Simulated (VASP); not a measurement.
# SiNi3 (P4/mmm) in VASP: a series of runs

Runs on SiNi3. Level: PBEsol. Tasks: single point.

Everything below comes from runs of VASP 6.6.1. Logs are shortened: lines on timing, memory, paths and dates and some standing lists are left out, and cuts for length are marked.

## 1. The cell of the first run

The structure is tetragonal, space group P4/mmm (No. 123). Conventional cell: a = 3.375 Å, b = 3.375 Å, c = 3.634 Å, α = 90.00°, β = 90.00°, γ = 90.00°. Si (site symmetry 4/mmm) has 12 Ni at 2.39 to 2.48 Å within 3.2 Å. Ni (site symmetry mmm) has 8 Ni at 2.39 to 2.48 Å and 4 Si at 2.48 Å within 3.2 Å. Within 3.2 Å of Ni (site symmetry 4/mmm) lie 4 Si at 2.39 Å and 8 Ni at 2.48 Å.

## 2. Single point, PBEsol (strain -0.025 along x and y, +0.050 along z)

Input file INCAR:

```
ALGO = Fast
EDIFF = 1E-7
ENCUT = 520
GGA = PS
ISIF = 2
ISMEAR = 0
LASPH = True
LCHARG = True
LELF = True
LREAL = False
LVHAR = True
LWAVE = False
NBANDS = 25
NELM = 60
PREC = Accurate
SIGMA = 0.15
```

Input file KPOINTS:

```
k-points
0
Gamma
  14 14 14
```

Input file POSCAR:

```
SiNi3
1.0
    3.3747146160      0.0000000000      0.0000000000
    0.0000000000      3.3747146160      0.0000000000
    0.0000000000      0.0000000000      3.6343080480
Si Ni
1 3
Direct
    0.0000000000      0.0000000000      0.0000000000
    0.0000000000      0.5000000000      0.5000000000
    0.5000000000      0.0000000000      0.5000000000
    0.5000000000      0.5000000000      0.0000000000
```

Potentials or basis: VASP PAW PBE potentials, release 64 (Si, Ni).

On the command line:

```sh
cat potpaw_PBE.64/Si/POTCAR potpaw_PBE.64/Ni/POTCAR > POTCAR
mpirun -np 1 vasp_std > vasp.out
```

OUTCAR:

```text
EDIFF = 1E-7
   ENCUT = 520
   GGA = PS
   ISIF = 2
   ISMEAR = 0
   LASPH = True
   LREAL = False
   NELM = 60
   PREC = Accurate

 ion  position               nearest neighbor table
   1  0.000  0.000  0.000-   4 2.39   4 2.39   4 2.39   4 2.39   3 2.48   2 2.48   3 2.48   2 2.48
                             3 2.48   2 2.48   3 2.48   2 2.48
   2  0.000  0.500  0.500-   3 2.39   3 2.39   3 2.39   3 2.39   4 2.48   1 2.48   1 2.48   1 2.48
                             4 2.48   4 2.48   4 2.48   1 2.48
   3  0.500  0.000  0.500-   2 2.39   2 2.39   2 2.39   2 2.39   4 2.48   1 2.48   4 2.48   4 2.48
                             1 2.48   4 2.48   1 2.48   1 2.48
   4  0.500  0.500  0.000-   1 2.39   1 2.39   1 2.39   1 2.39   3 2.48   2 2.48   3 2.48   3 2.48
                             3 2.48   2 2.48   2 2.48   2 2.48

  LATTYP: Found a simple tetragonal cell.
 ALAT       =     3.3747146160
 C/A-ratio  =     1.0769230769

  Lattice vectors:

 A1 = (   3.3747146160,   0.0000000000,   0.0000000000)
 A2 = (   0.0000000000,   3.3747146160,   0.0000000000)
 A3 = (   0.0000000000,   0.0000000000,   3.6343080480)

Analysis of symmetry for initial positions (statically):
=====================================================================
 Subroutine PRICEL returns:
 Original cell was already a primitive cell.

 Routine SETGRP: Setting up the symmetry group for a
 simple tetragonal supercell.

 Subroutine GETGRP returns: Found 16 space group operations
 (whereof 16 operations were pure point group operations)
 out of a pool of 16 trial point group operations.

The static configuration has the point symmetry D_4h.

Analysis of symmetry for dynamics (positions and initial velocities):
=====================================================================
 Subroutine PRICEL returns:
 Original cell was already a primitive cell.

 Routine SETGRP: Setting up the symmetry group for a
 simple tetragonal supercell.

 Subroutine GETGRP returns: Found 16 space group operations
 (whereof 16 operations were pure point group operations)
 out of a pool of 16 trial point group operations.

The dynamic configuration has the point symmetry D_4h.

 Subroutine INISYM returns: Found 16 space group operations
 (whereof 16 operations are pure point group operations),
 and found     1 'primitive' translations

----------------------------------------------------------------------------------------

                                     Primitive cell

  volume of cell :      41.3900

  direct lattice vectors                    reciprocal lattice vectors
     3.374714616  0.000000000  0.000000000     0.296321353  0.000000000  0.000000000
     0.000000000  3.374714616  0.000000000     0.000000000  0.296321353  0.000000000
     0.000000000  0.000000000  3.634308048     0.000000000  0.000000000  0.275155542

  length of vectors
     3.374714616  3.374714616  3.634308048     0.296321353  0.296321353  0.275155542

  position of ions in fractional coordinates (direct lattice)
     0.000000000  0.000000000  0.000000000
     0.000000000  0.500000000  0.500000000
     0.500000000  0.000000000  0.500000000
     0.500000000  0.500000000  0.000000000

  ion indices of the primitive-cell ions
   primitive index   ion index
                 1           1
                 2           2
                 3           3
                 4           4

----------------------------------------------------------------------------------------

 KPOINTS: k-points

Automatic generation of k-mesh.
 Grid dimensions read from file:
 generate k-points for:   14   14   14

 Generating k-lattice:

  Cartesian coordinates                     Fractional coordinates (reciprocal lattice)
     0.021165811  0.000000000  0.000000000     0.071428571  0.000000000  0.000000000
     0.000000000  0.021165811  0.000000000     0.000000000  0.071428571  0.000000000
     0.000000000  0.000000000  0.019653967     0.000000000  0.000000000  0.071428571

  Length of vectors
     0.021165811  0.021165811  0.019653967

  Shift w.r.t. Gamma in fractional coordinates (k-lattice)
     0.000000000  0.000000000  0.000000000

 Subroutine IBZKPT returns following result:
 ===========================================

 Found    288 irreducible k-points:

 Following reciprocal coordinates:
            Coordinates               Weight
  0.000000  0.000000  0.000000      1.000000
  0.071429  0.000000  0.000000      4.000000
  0.142857  0.000000  0.000000      4.000000
  0.214286  0.000000  0.000000      4.000000
  0.285714  0.000000  0.000000      4.000000
  0.357143  0.000000  0.000000      4.000000
[... 16 lines left out ...]
  0.285714  0.214286  0.000000      8.000000
  0.357143  0.214286  0.000000      8.000000
 [... further k-points ...]
   k-points           NKPTS =    288   k-points in BZ     NKDIM =    288   number of bands    NBANDS=     25
   number of dos      NEDOS =    301   number of ions     NIONS =      4
   total plane-waves  NPLWV =  21952
   dimension x,y,z NGX =    28 NGY =   28 NGZ =   28
   dimension x,y,z NGXF=    56 NGYF=   56 NGZF=   56
   ions per type =               1   3
   NGX,Y,Z   is equivalent  to a cutoff of  13.79, 13.79, 12.81 a.u.
   NGXF,Y,Z  is equivalent  to a cutoff of  27.59, 27.59, 25.62 a.u.
 SYSTEM =  unknown system
   PREC   = accura    normal or accurate (medium, high low for compatibility)
   ISTART =      0    job   : 0-new  1-cont  2-samecut
   ICHARG =      2    charge: 1-file 2-atom 10-const
   ISPIN  =      1    spin polarized calculation?
   LNONCOLLINEAR =      F non collinear calculations
   LSORBIT =      F    spin-orbit coupling
   LASPH  =      T    aspherical Exc in radial PAW
   ENCUT  =  520.0 eV  38.22 Ry    6.18 a.u.   6.27  6.27  6.76*2*pi/ulx,y,z
   NELM   =     60;   NELMIN=  2; NELMDL= -5     # of ELM steps
   EDIFF  = 0.1E-06   stopping-criterion for ELM
   LREAL  =      F    real-space projection
   EDIFFG = 0.1E-05   stopping-criterion for IOM
   NSW    =      0    number of steps for IOM
   IBRION =     -1    ionic relax: 0-MD 1-quasi-New 2-CG
   NFREE  =      0    steps in history (QN), initial steepest desc. (CG)
   ISIF   =      2    stress and relaxation
   ISYM   =      2    0-nonsym 1-usesym 2-fastsym
   POTIM  = 0.5000    time-step for ionic-motion
   TEBEG  =    0.0;   TEEND  =   0.0 temperature during run
   PSTRESS=    0.0 pullay stress
   NELECT =      34.0000    total number of electrons
   NUPDOWN=      -1.0000    fix difference up-down
   EMIN   =  10.00;   EMAX   =-10.00  energy-range for DOS
   EFERMI =   0.00;   METHOD = LEGACY
   ISMEAR =     0;   SIGMA  =   0.15  broadening in eV -4-tet -1-fermi 0-gaus
   EFERMI_NEDOS =   21; number of points for ismear=-14 and -15
   IALGO  =     68    algorithm
   IMIX   =      4    mixing-type and parameters
     AMIX     =   0.40;   BMIX     =  1.00
     AMIX_MAG =   1.60;   BMIX_MAG =  1.00
  volume/ion in A,a.u.               =      10.35        69.83
  Fermi-wavevector in a.u.,A,eV,Ry     =   1.533213  2.897353 31.983792  2.350742
  Thomas-Fermi vector in A             =   2.640311
   LORBIT       =      0    0 simple, 1 ext, 2 COOP (PROOUT), +10 PAW based schemes
   GGA     = PS    functional components
   LHFCALC =     F    Hartree Fock is set to
   AEXX    =    0.0000 exact exchange contribution
   IVDW    =     0    specifies the selected vdW correction
   LEPSILON=     F    determine dielectric tensor
   LRPA    =     F    only Hartree local field effects (RPA)
 non-spin polarized calculation
 RMM-DIIS sequential band-by-band and
 Gauss-broadening in eV      SIGMA  =   0.15
  energy-cutoff  :      520.00
  volume of cell :       41.39
 maximum number of plane-waves:      1132
 NGX is ok and might be reduce to    28
   NGX = 13   NGY = 13   NGZ = 13

 number of electron      34.0000051 magnetization

 Free energy of the ion-electron system (eV)
  ---------------------------------------------------
  ext. energy  EPLUGINS =         0.00000000
  ---------------------------------------------------
  free energy    TOTEN  =       -26.21186052 eV

  energy without entropy =      -26.19486595  energy(sigma->0) =      -26.20336324

 E-fermi :  11.1566     XC(G=0): -13.4643

 val. band max:       11.1553706577   @ k =   0.0714   0.0000   0.0714
 cond. band min:      11.1578478414   @ k =   0.4286   0.3571   0.4286
 fundamental gap:      0.0024771838
 Fermi energy:        11.1565665934

 k-point     1 :       0.0000    0.0000    0.0000
  band No.  band energies     occupation
      1      -1.1383      2.00000
      2       5.9593      2.00000
      3       6.7655      2.00000
      4       6.8517      2.00000
      5       7.3617      2.00000
      6       7.3617      2.00000
[... 17 lines left out ...]
     24      22.0646      0.00000
     25      22.0646      0.00000

 k-point     2 :       0.0714    0.0000    0.0000
  band No.  band energies     occupation
      1      -1.0726      2.00000
      2       5.9881      2.00000
      3       6.7376      2.00000
      4       6.8480      2.00000
      5       7.3391      2.00000
      6       7.3822      2.00000
[... 17 lines left out ...]
     24      21.8649      0.00000
     25      22.0387      0.00000

 k-point     3 :       0.1429    0.0000    0.0000
  band No.  band energies     occupation
      1      -0.8769      2.00000
      2       6.0291      2.00000
      3       6.5247      2.00000
      4       6.9766      2.00000
      5       7.2730      2.00000
      6       7.4044      2.00000
[... 552 lines left out ...]
 k-point    23 :       0.2857    0.2143    0.0000
  band No.  band energies     occupation
      1       0.4143      2.00000
      2       5.4057      2.00000
      3       6.2359      2.00000
      4       6.9470      2.00000
      5       7.0613      2.00000
      6       7.6306      2.00000
[... 17 lines left out ...]
     24      20.7765      0.00000
     25      20.8000      0.00000

 k-point    24 :       0.3571    0.2143    0.0000
  band No.  band energies     occupation
      1       0.9034      2.00000
      2       4.6614      2.00000
      3       6.3922      2.00000
      4       6.8834      2.00000
      5       7.1875      2.00000
      6       7.8365      2.00000
[... 17 lines left out ...]
     24      20.9218      0.00000
     25      21.1623      0.00000

 [... further k-points ...]

------------------------ aborting loop because EDIFF is reached ----------------------------------------

  FORCE on cell =-STRESS in cart. coord.  units (eV):
  Direction    XX          YY          ZZ          XY          YZ          ZX
  --------------------------------------------------------------------------------------
  -------------------------------------------------------------------------------------
  Total        1.5886722      1.5886722     -2.2818736      0.0000000     -0.0000000      0.0000000
  in kB       61.4963084     61.4963084    -88.3296108      0.0000000     -0.0000000      0.0000000
  external PRESSURE =      11.5543353 kB  Pullay stress =       0.0000000 kB

 VOLUME and BASIS-vectors are now :
 -----------------------------------------------------------------------------
  energy-cutoff  :      520.00
  volume of cell :       41.39
      direct lattice vectors                 reciprocal lattice vectors
     3.374714616  0.000000000  0.000000000     0.296321353  0.000000000  0.000000000
     0.000000000  3.374714616  0.000000000     0.000000000  0.296321353  0.000000000
     0.000000000  0.000000000  3.634308048     0.000000000  0.000000000  0.275155542

 POSITION                                       TOTAL-FORCE (eV/Angst)
 -----------------------------------------------------------------------------------
      0.00000      0.00000      0.00000         0.000000      0.000000      0.000000
      0.00000      1.68736      1.81715         0.000000      0.000000      0.000000
      1.68736      0.00000      1.81715         0.000000      0.000000      0.000000
      1.68736      1.68736      0.00000         0.000000      0.000000      0.000000
 -----------------------------------------------------------------------------------
    total drift:                                0.000000      0.000000      0.000000

  FREE ENERGIE OF THE ION-ELECTRON SYSTEM (eV)
  ---------------------------------------------------
  free  energy   TOTEN  =       -26.2118605238 eV

  energy  without entropy=      -26.1948659536  energy(sigma->0) =      -26.20336324
```

Run time: 11 min. Hardware: 1 thread of Intel Xeon 8259CL, shared host; peak memory 0.35 GiB.

What came out:

- Free energy: -26.2119 eV
- Pressure: 1.2 GPa
- Band gap on the k mesh: zero (bands 17 and 18 overlap by 0.47 eV)

Caveat: the cell differs from its parent crystal (strain -0.025 along x and y, +0.050 along z); the stress differs along the axes, from -9 to 6 GPa; the PAW data sets were made with another functional, which shifts forces and pressure a little.

## 3. Single point, PBEsol (strain +0.025 along x and y, -0.050 along z)

Input file INCAR:

```
ALGO = Fast
EDIFF = 1E-6
ENCUT = 520
GGA = PS
ISIF = 2
ISMEAR = 0
LASPH = True
LCHARG = False
LREAL = False
LWAVE = False
NBANDS = 25
NELM = 60
PREC = Accurate
SIGMA = 0.15
```

KPOINTS is that of step 2.

Input file POSCAR:

```
SiNi3
1.0
    3.5477769040      0.0000000000      0.0000000000
    0.0000000000      3.5477769040      0.0000000000
    0.0000000000      0.0000000000      3.2881834720
Si Ni
1 3
Direct
    0.0000000000      0.0000000000      0.0000000000
    0.0000000000      0.5000000000      0.5000000000
    0.5000000000      0.0000000000      0.5000000000
    0.5000000000      0.5000000000      0.0000000000
```

Potentials or basis: VASP PAW PBE potentials, release 64 (Si, Ni).

On the command line:

```sh
cat potpaw_PBE.64/Si/POTCAR potpaw_PBE.64/Ni/POTCAR > POTCAR
mpirun -np 1 vasp_std > vasp.out
```

Run time: 7.4 min. Hardware: 1 thread of Intel Xeon 8259CL, shared host; peak memory 0.35 GiB.

Results (log left out):

```
Free energy            : -26.2270 eV
Pressure               : 1.1 GPa
Band gap on the k mesh : zero (bands 17 and 18 overlap by 0.43 eV)
```

Stress tensor (GPa, compression positive):
```
-2.52  0.00  0.00
 0.00 -2.52  0.00
 0.00  0.00  8.21
```

Levels at points of the mesh, in eV from the Fermi level:
```csv
k point,band 14,band 15,band 16,band 17,band 18,band 19,band 20,band 21
"(0.00, 0.00, 0.00)",-0.49,-0.34,-0.23,0.11,0.11,0.11,4.94,6.02
"(0.50, 0.00, 0.00)",-1.26,-1.25,-0.53,0.11,3.16,4.20,4.82,5.12
"(0.50, 0.50, 0.00)",-1.57,-1.35,-1.16,-1.10,0.47,0.47,6.25,7.08
"(0.00, 0.00, 0.50)",-1.19,-1.11,-0.80,-0.22,3.97,3.97,5.00,5.00
"(0.50, 0.00, 0.50)",-1.32,-1.12,-1.11,-0.98,0.74,0.77,5.69,6.26
"(0.50, 0.50, 0.50)",-1.38,-1.14,-0.53,-0.31,-0.31,-0.11,1.39,4.04
```

Caveat: the cell differs from its parent crystal (strain +0.025 along x and y, -0.050 along z); the stress differs along the axes, from -3 to 8 GPa; the PAW data sets were made with another functional, which shifts forces and pressure a little. Spin polarisation is off, so any magnetic state and its effect on volume and gap are missing.
